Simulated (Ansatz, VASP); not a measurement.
## Two plane-wave programs on CdTe

Contents of INCAR:

```
SYSTEM = CdTe
PREC = Accurate ; ENCUT = 520
EDIFF = 1E-6 ; ISMEAR = 0
SIGMA = 0.05 ; LREAL = .False.
LASPH = .True. ; NELM = 100
ALGO = Normal ; ISIF = 2
LWAVE = .False. ; LCHARG = .False.
GGA = PE ; IVDW = 13
NBANDS = 16
```

Contents of KPOINTS:

```
regular mesh
0
Gamma
  6 6 6
  0 0 0
```

POSCAR

```
CdTe
1.0
    0.0000000000      3.2137697492      3.2137697492
    3.2137697492      0.0000000000      3.2137697492
    3.2137697492      3.2137697492      0.0000000000
Cd Te
1 1
Direct
    0.0000000000      0.0000000000      0.0000000000
    0.2500000000      0.2500000000      0.2500000000
```

Input for Ansatz:

```yaml
crystal:
  lattice:
    - [0.0, 3.2137697492, 3.2137697492]
    - [3.2137697492, 0.0, 3.2137697492]
    - [3.2137697492, 3.2137697492, 0.0]
  atoms:
    - { symbol: Cd, position: [0.0, 0.0, 0.0] }
    - { symbol: Te, position: [0.25, 0.25, 0.25] }
basis:
  ecutwfc: 420
  ecutrho_ratio: 4
kpoints:
  mp_grid: { grid: [6, 6, 6] }
hamiltonian:
  xc: pbe
  dispersion: d4
scf:
  occupations: { method: gaussian, width: 0.05 }
output:
  forces: true
  stress: true
  eigenvalues: true
```

Alike in both runs: task single point; functional PBE; dispersion D4; k mesh 6 × 6 × 6; occupations gaussian, width 0.05 eV; no spin polarisation.

```csv
,VASP,Ansatz
version,VASP 6.6.1,Ansatz 0.2.0
potentials or method,"VASP PAW PBE potentials, release 64 (Cd, Te), cutoff 520 eV","scalar-relativistic, plane waves, PAW"
valence electrons in the cell,18,36
```

```tsv
	VASP	Ansatz	Ansatz less VASP
gap on the k mesh at the Fermi level (eV)	0.85	0.85	0.000
least direct gap on the mesh (eV)	0.85	0.85	0.000
pressure (GPa)	2.0	1.8	-0.15
```

VASP's potentials hold 18 valence electrons a cell and Ansatz's 36, so a difference there can come from the potentials and not from the codes.

Neither program's run includes spin-orbit coupling.
